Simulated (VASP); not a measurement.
Ru, 2 atoms in the cell. It takes space group P6_3/mmc (No. 194, hexagonal). Conventional cell: a = 2.690 Å, b = 2.690 Å, c = 4.465 Å, α = 90.00°, β = 90.00°, γ = 120.00°. Ru (site symmetry -6m2) has 12 Ru at 2.69 to 2.72 Å within 3.5 Å.  This cell differs from its parent crystal: strain +0.000 along x and y, +0.050 along z.

```yaml
Program: VASP 6.6.1
Task: single point
Functional: PBEsol
Potentials_or_basis: VASP PAW PBE potentials, release 64 (Ru_pv)
Cutoff: 520 eV
k_mesh: 24 × 24 × 14
Occupations: gaussian, width 0.15 eV
Spin: no spin polarisation
Dipole_correction: no
Further_INCAR_settings: ALGO = Fast; EDIFF = 1e-06; NBANDS = 21
```

Potentials or basis: VASP PAW PBE potentials, release 64 (Ru_pv).

Command:

```sh
$ cat potpaw_PBE.64/Ru_pv/POTCAR > POTCAR
$ mpirun -np 1 vasp_std > vasp.out
```

Hardware: 1 thread of Intel(R) Xeon(R) 6975P-C (Granite Rapids), with other jobs on the host.

Question: Estimate the wall time of this run.

Answer: Run time: 3.3 min on 1 thread of Intel(R) Xeon(R) 6975P-C (Granite Rapids) (shared host), peak memory 0.32 GiB. Counts: scf iterations 13, k points 488.
